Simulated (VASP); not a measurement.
Crystal: Sb.

```
CELL_PARAMETERS angstrom
7.08774 0.00000 0.00000
-3.54387 6.13816 0.00000
0.00000 0.00000 4.49753
ATOMIC_POSITIONS crystal
Sb 0.31277 0.00000 0.50000
Sb 0.00000 0.31277 0.83333
Sb 0.68723 0.68723 0.16667
Sb 0.68723 0.00000 0.50000
Sb 0.00000 0.68723 0.83333
Sb 0.31277 0.31277 0.16667
```

```yaml
Program: VASP 6.6.1
Task: relaxation of cell and atoms
Functional: PBE
Potentials_or_basis: VASP PAW PBE potentials, release 64 (Sb)
Cutoff: 600 eV
k_mesh: 3 × 3 × 4
Occupations: gaussian, width 0.1 eV
Spin: no spin polarisation
```

At the start: pressure 11.9 GPa; volume 32.61 Å³/atom.

Problem. Where does the relaxation end?

Solution. Over 29 steps the energy falls by 495.2 meV/atom and the volume is 35.88 Å³/atom (+10.0 %); space group P6_422 (No. 181, to 0.05 Å).

Step by step:
```
step  energy change (eV)  largest force (eV/Å)  pressure (GPa)  volume (Å³)
   1              0.0000                0.0008           11.86       195.67
   2             -1.2532                0.2700           -3.06       271.98
   3             -1.5625                0.2500            0.00       242.97
   4             -1.5625                0.2507           -0.15       243.98
   5             -1.5842                0.2273           -0.16       243.63
   6             -1.6451                0.1244           -0.09       242.51
   7             -1.7288                0.2736            0.36       240.02
   8             -1.7393                0.2908            0.29       240.20
   9             -1.7641                0.3520            0.13       240.70
  10             -1.7952                0.5427           -0.13       241.44
  11             -1.8448                0.4556           -0.44       241.26
  12             -1.9846                0.2832           -1.23       240.39
  13             -2.5854                0.1254           -2.62       237.05
  14             -1.5890                0.1006           -0.08       223.47
  15             -2.7620                0.0551           -2.88       234.92
  16             -2.7848                0.0264           -2.87       234.02
  17             -2.8176                0.0017           -2.50       230.73
  18             -2.8195                0.0060           -2.38       229.84
  19             -2.8645                0.0064           -2.02       227.26
  20             -2.9503                0.0509           -0.76       219.63
  21             -2.8626                0.1910            2.56       204.82
  22             -2.9631                0.0788           -0.04       215.86
  23             -2.9631                0.0811            0.02       215.57
  24             -2.9637                0.0786            0.02       215.58
  25             -2.9651                0.0712            0.00       215.62
  26             -2.9675                0.0568           -0.02       215.71
  27             -2.9703                0.0295           -0.05       215.88
  28             -2.9706                0.0170           -0.07       215.96
  29             -2.9713                0.0016            0.06       215.29
```

Final structure:
```yaml
crystal:
  lattice:
    - [8.52878, 0.00000, 0.00000]
    - [-4.26439, 7.38614, 0.00000]
    - [0.00000, 0.00000, 3.41760]
  atoms:
    - { symbol: Sb, position: [0.32317, 0.00000, 0.50000] }
    - { symbol: Sb, position: [0.00000, 0.32317, 0.83333] }
    - { symbol: Sb, position: [0.67683, 0.67683, 0.16667] }
    - { symbol: Sb, position: [0.67683, 0.00000, 0.50000] }
    - { symbol: Sb, position: [0.00000, 0.67683, 0.83333] }
    - { symbol: Sb, position: [0.32317, 0.32317, 0.16667] }
```
